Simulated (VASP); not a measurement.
# Si (P6_3/mmc) in VASP: single point with PBE

Aim: the single point of Si with PBE.

All numbers are computed with VASP 6.6.1; they aren't measurements. Logs are shortened: lines on timing, memory, paths and dates and some standing lists are left out, and cuts for length are marked.

## 1. The cell of the first run

The structure is hexagonal, space group P6_3/mmc (No. 194). Conventional cell: a = 3.851 Å, b = 3.851 Å, c = 6.365 Å, α = 90.00°, β = 90.00°, γ = 120.00°. Within 3.1 Å of Si (site symmetry 3m) lie 4 Si at 2.36 to 2.38 Å.

This isn't the form of Si at room conditions, which is diamond.

## 2. Single point, PBE

File INCAR:

```
SYSTEM = Si
PREC = Accurate
ENCUT = 520
EDIFF = 1E-6
ISMEAR = 0
SIGMA = 0.05
LREAL = .False.
LASPH = .True.
NELM = 80
ALGO = Normal
ISIF = 2
LWAVE = .False.
LCHARG = .True.
GGA = PE
LELF = .True.
LVHAR = .True.
NBANDS = 16
```

File KPOINTS:

```
Automatic mesh
0
Gamma
  12 12 6
  0 0 0
```

File POSCAR:

```
Si
1.0
    3.8510822046      0.0000000000      0.0000000000
   -1.9255411023      3.3351350212      0.0000000000
    0.0000000000      0.0000000000      6.3646810974
Si
4
Direct
    0.3333333333      0.6666666667      0.0629320729
    0.6666666667      0.3333333333      0.5629320729
    0.3333333333      0.6666666667      0.4370679271
    0.6666666667      0.3333333333      0.9370679271
```

Potentials or basis: VASP PAW PBE potentials, release 64 (Si).

Run with:

```sh
cat potpaw_PBE.64/Si/POTCAR > POTCAR
mpirun -np 1 vasp_std > vasp.out
```

OUTCAR:

```text
SYSTEM = Si
   PREC = Accurate
   ENCUT = 520
   EDIFF = 1E-6
   ISMEAR = 0
   LREAL = .False.
   LASPH = .True.
   NELM = 80
   ISIF = 2
   GGA = PE

 ion  position               nearest neighbor table
   1  0.333  0.667  0.063-   4 2.36   4 2.36   4 2.36   3 2.38
   2  0.667  0.333  0.563-   3 2.36   3 2.36   3 2.36   4 2.38
   3  0.333  0.667  0.437-   2 2.36   2 2.36   2 2.36   1 2.38
   4  0.667  0.333  0.937-   1 2.36   1 2.36   1 2.36   2 2.38

  LATTYP: Found a hexagonal cell.
 ALAT       =     3.8510822046
 C/A-ratio  =     1.6526993607

  Lattice vectors:

 A1 = (   3.8510822046,   0.0000000000,   0.0000000000)
 A2 = (  -1.9255411023,   3.3351350212,   0.0000000000)
 A3 = (   0.0000000000,   0.0000000000,   6.3646810974)

Analysis of symmetry for initial positions (statically):
=====================================================================
 Subroutine PRICEL returns:
 Original cell was already a primitive cell.

 Routine SETGRP: Setting up the symmetry group for a
 hexagonal supercell.

 Subroutine GETGRP returns: Found 24 space group operations
 (whereof 12 operations were pure point group operations)
 out of a pool of 24 trial point group operations.

The static configuration has the point symmetry D_3d.
 The point group associated with its full space group is D_6h.

Analysis of symmetry for dynamics (positions and initial velocities):
=====================================================================
 Subroutine PRICEL returns:
 Original cell was already a primitive cell.

 Routine SETGRP: Setting up the symmetry group for a
 hexagonal supercell.

 Subroutine GETGRP returns: Found 24 space group operations
 (whereof 12 operations were pure point group operations)
 out of a pool of 24 trial point group operations.

The dynamic configuration has the point symmetry D_3d.
 The point group associated with its full space group is D_6h.

 Subroutine INISYM returns: Found 24 space group operations
 (whereof 12 operations are pure point group operations),
 and found     1 'primitive' translations

----------------------------------------------------------------------------------------

                                     Primitive cell

  volume of cell :      81.7472

  direct lattice vectors                    reciprocal lattice vectors
     3.851082205  0.000000000  0.000000000     0.259667269  0.149918968  0.000000000
    -1.925541102  3.335135021  0.000000000     0.000000000  0.299837936  0.000000000
     0.000000000  0.000000000  6.364681097     0.000000000  0.000000000  0.157117063

  length of vectors
     3.851082205  3.851082205  6.364681097     0.299837936  0.299837936  0.157117063

  position of ions in fractional coordinates (direct lattice)
     0.333333333  0.666666667  0.062932073
     0.666666667  0.333333333  0.562932073
     0.333333333  0.666666667  0.437067927
     0.666666667  0.333333333  0.937067927

  ion indices of the primitive-cell ions
   primitive index   ion index
                 1           1
                 2           2
                 3           3
                 4           4

----------------------------------------------------------------------------------------

 KPOINTS: Automatic mesh

Automatic generation of k-mesh.
 Grid dimensions read from file:
 generate k-points for:   12   12    6

 Generating k-lattice:

  Cartesian coordinates                     Fractional coordinates (reciprocal lattice)
     0.021638939  0.012493247  0.000000000     0.083333333  0.000000000  0.000000000
     0.000000000  0.024986495  0.000000000     0.000000000  0.083333333  0.000000000
     0.000000000  0.000000000  0.026186177     0.000000000  0.000000000  0.166666667

  Length of vectors
     0.024986495  0.024986495  0.026186177

  Shift w.r.t. Gamma in fractional coordinates (k-lattice)
     0.000000000  0.000000000  0.000000000

 Subroutine IBZKPT returns following result:
 ===========================================

 Found     76 irreducible k-points:

 Following reciprocal coordinates:
            Coordinates               Weight
  0.000000  0.000000  0.000000      1.000000
  0.083333  0.000000  0.000000      6.000000
  0.166667  0.000000  0.000000      6.000000
  0.250000  0.000000  0.000000      6.000000
  0.333333  0.000000  0.000000      6.000000
  0.416667 -0.000000  0.000000      6.000000
[... 16 lines left out ...]
  0.250000  0.000000  0.166667     12.000000
  0.333333  0.000000  0.166667     12.000000
 [... further k-points ...]
   k-points           NKPTS =     76   k-points in BZ     NKDIM =     76   number of bands    NBANDS=     16
   number of dos      NEDOS =    301   number of ions     NIONS =      4
   total plane-waves  NPLWV =  43200
   dimension x,y,z NGX =    30 NGY =   30 NGZ =   48
   dimension x,y,z NGXF=    60 NGYF=   60 NGZF=   96
   ions per type =               4
   NGX,Y,Z   is equivalent  to a cutoff of  12.95, 12.95, 12.54 a.u.
   NGXF,Y,Z  is equivalent  to a cutoff of  25.90, 25.90, 25.08 a.u.
 SYSTEM =  Si
   PREC   = accura    normal or accurate (medium, high low for compatibility)
   ISTART =      0    job   : 0-new  1-cont  2-samecut
   ICHARG =      2    charge: 1-file 2-atom 10-const
   ISPIN  =      1    spin polarized calculation?
   LNONCOLLINEAR =      F non collinear calculations
   LSORBIT =      F    spin-orbit coupling
   LASPH  =      T    aspherical Exc in radial PAW
   ENCUT  =  520.0 eV  38.22 Ry    6.18 a.u.   7.16  7.16 11.83*2*pi/ulx,y,z
   NELM   =     80;   NELMIN=  2; NELMDL= -5     # of ELM steps
   EDIFF  = 0.1E-05   stopping-criterion for ELM
   LREAL  =      F    real-space projection
   EDIFFG = 0.1E-04   stopping-criterion for IOM
   NSW    =      0    number of steps for IOM
   IBRION =     -1    ionic relax: 0-MD 1-quasi-New 2-CG
   NFREE  =      0    steps in history (QN), initial steepest desc. (CG)
   ISIF   =      2    stress and relaxation
   ISYM   =      2    0-nonsym 1-usesym 2-fastsym
   POTIM  = 0.5000    time-step for ionic-motion
   TEBEG  =    0.0;   TEEND  =   0.0 temperature during run
   PSTRESS=    0.0 pullay stress
   NELECT =      16.0000    total number of electrons
   NUPDOWN=      -1.0000    fix difference up-down
   EMIN   =  10.00;   EMAX   =-10.00  energy-range for DOS
   EFERMI =   0.00;   METHOD = LEGACY
   ISMEAR =     0;   SIGMA  =   0.05  broadening in eV -4-tet -1-fermi 0-gaus
   EFERMI_NEDOS =   21; number of points for ismear=-14 and -15
   IALGO  =     38    algorithm
   IMIX   =      4    mixing-type and parameters
     AMIX     =   0.40;   BMIX     =  1.00
     AMIX_MAG =   1.60;   BMIX_MAG =  1.00
  volume/ion in A,a.u.               =      20.44       137.91
  Fermi-wavevector in a.u.,A,eV,Ry     =   0.950511  1.796206 12.292475  0.903471
  Thomas-Fermi vector in A             =   2.078895
   LORBIT       =      0    0 simple, 1 ext, 2 COOP (PROOUT), +10 PAW based schemes
   GGA     = PE    functional components
   LHFCALC =     F    Hartree Fock is set to
   AEXX    =    0.0000 exact exchange contribution
   IVDW    =     0    specifies the selected vdW correction
   LEPSILON=     F    determine dielectric tensor
   LRPA    =     F    only Hartree local field effects (RPA)
 non-spin polarized calculation
 Gauss-broadening in eV      SIGMA  =   0.05
  energy-cutoff  :      520.00
  volume of cell :       81.75
 maximum number of plane-waves:      2220
 NGX is ok and might be reduce to    30
   NGX = 15   NGY = 15   NGZ = 23

 number of electron      16.0000001 magnetization

 Free energy of the ion-electron system (eV)
  ---------------------------------------------------
  ext. energy  EPLUGINS =         0.00000000
  ---------------------------------------------------
  free energy    TOTEN  =       -21.65522220 eV

  energy without entropy =      -21.65522220  energy(sigma->0) =      -21.65522220

 E-fermi :   6.0785     XC(G=0):  -9.3242

 val. band max:        5.8642654056   @ k =   0.0000   0.0000   0.0000
 cond. band min:       6.3171287574   @ k =   0.5000   0.0000   0.0000
 fundamental gap:      0.4528633518
 Fermi energy:         6.0784885803

 k-point     1 :       0.0000    0.0000    0.0000
  band No.  band energies     occupation
      1      -6.2117      2.00000
      2      -3.9671      2.00000
      3      -1.2627      2.00000
      4       4.3718      2.00000
      5       4.3718      2.00000
      6       5.5292      2.00000
[... 8 lines left out ...]
     15      10.0227      0.00000
     16      11.8083      0.00000

 k-point     2 :       0.0833    0.0000    0.0000
  band No.  band energies     occupation
      1      -6.1319      2.00000
      2      -3.8855      2.00000
      3      -1.2216      2.00000
      4       3.6894      2.00000
      5       4.2057      2.00000
      6       5.2369      2.00000
[... 8 lines left out ...]
     15      10.3288      0.00000
     16      11.3081      0.00000

 k-point     3 :       0.1667    0.0000    0.0000
  band No.  band energies     occupation
      1      -5.8946      2.00000
      2      -3.6425      2.00000
      3      -1.1266      2.00000
      4       2.5230      2.00000
      5       3.8362      2.00000
      6       4.0141      2.00000
[... 8 lines left out ...]
     15      11.1366      0.00000
     16      11.4557      0.00000

 k-point     4 :       0.2500    0.0000    0.0000
  band No.  band energies     occupation
      1      -5.5074      2.00000
      2      -3.2444      2.00000
      3      -1.1040      2.00000
      4       1.5169      2.00000
      5       2.7145      2.00000
      6       3.4458      2.00000
[... 8 lines left out ...]
     15      11.9289      0.00000
     16      12.2695      0.00000
[... 324 lines left out ...]
 k-point    22 :       0.1667    0.0000    0.1667
  band No.  band energies     occupation
      1      -5.8063      2.00000
      2      -3.9642      2.00000
      3      -0.6572      2.00000
      4       2.6191      2.00000
      5       3.6037      2.00000
      6       3.9074      2.00000
[... 8 lines left out ...]
     15      11.0260      0.00000
     16      11.3821      0.00000

 k-point    23 :       0.2500    0.0000    0.1667
  band No.  band energies     occupation
      1      -5.4198      2.00000
      2      -3.5781      2.00000
      3      -0.6802      2.00000
      4       1.6683      2.00000
      5       2.3885      2.00000
      6       3.5181      2.00000
[... 8 lines left out ...]
     15      11.9453      0.00000
     16      12.1749      0.00000

 k-point    24 :       0.3333    0.0000    0.1667
  band No.  band energies     occupation
      1      -4.9042      2.00000
      2      -3.0736      2.00000
      3      -1.0999      2.00000
      4       1.1846      2.00000
      5       1.3417      2.00000
      6       3.2032      2.00000
[... 8 lines left out ...]
     15      12.9705      0.00000
     16      12.9900      0.00000

 [... further k-points ...]

------------------------ aborting loop because EDIFF is reached ----------------------------------------

  FORCE on cell =-STRESS in cart. coord.  units (eV):
  Direction    XX          YY          ZZ          XY          YZ          ZX
  --------------------------------------------------------------------------------------
  -------------------------------------------------------------------------------------
  Total       -0.0274262     -0.0274262     -0.0262647      0.0000000      0.0000000      0.0000000
  in kB       -0.5375303     -0.5375303     -0.5147668      0.0000000      0.0000000      0.0000000
  external PRESSURE =      -0.5299425 kB  Pullay stress =       0.0000000 kB

 VOLUME and BASIS-vectors are now :
 -----------------------------------------------------------------------------
  energy-cutoff  :      520.00
  volume of cell :       81.75
      direct lattice vectors                 reciprocal lattice vectors
     3.851082205  0.000000000  0.000000000     0.259667269  0.149918968  0.000000000
    -1.925541102  3.335135021  0.000000000     0.000000000  0.299837936  0.000000000
     0.000000000  0.000000000  6.364681097     0.000000000  0.000000000  0.157117063

 POSITION                                       TOTAL-FORCE (eV/Angst)
 -----------------------------------------------------------------------------------
     -0.00000      2.22342      0.40054        -0.000000     -0.000000      0.000152
      1.92554      1.11171      3.58288        -0.000000      0.000000      0.000152
     -0.00000      2.22342      2.78180         0.000000      0.000000     -0.000152
      1.92554      1.11171      5.96414         0.000000     -0.000000     -0.000152
 -----------------------------------------------------------------------------------
    total drift:                               -0.000000      0.000000     -0.000000

  FREE ENERGIE OF THE ION-ELECTRON SYSTEM (eV)
  ---------------------------------------------------
  free  energy   TOTEN  =       -21.6552221966 eV

  energy  without entropy=      -21.6552221966  energy(sigma->0) =      -21.65522220
```

Run time: 1.8 min. Hardware: 1 thread of Intel Xeon 8259CL, shared host; peak memory 0.23 GiB.

What came out:

```yaml
Free_energy: -21.6552 eV
Pressure: -0.1 GPa
Band_gap_on_the_k_mesh: 0.45 eV (least direct gap 0.99 eV)
```

Levels at points of the mesh, in eV from the valence-band top:
```csv
k point,band 6,band 7,band 8,band 9,band 10,band 11
"(0.00, 0.00, 0.00)",-0.34,0.00,0.00,0.99,2.02,2.02
"(0.50, 0.00, 0.00)",-3.00,-2.92,-1.42,0.45,2.33,3.02
"(0.00, 0.00, 0.50)",-0.91,-0.91,-0.91,1.77,1.77,2.99
"(0.50, 0.00, 0.50)",-2.41,-2.38,-2.38,0.92,0.92,1.70
```
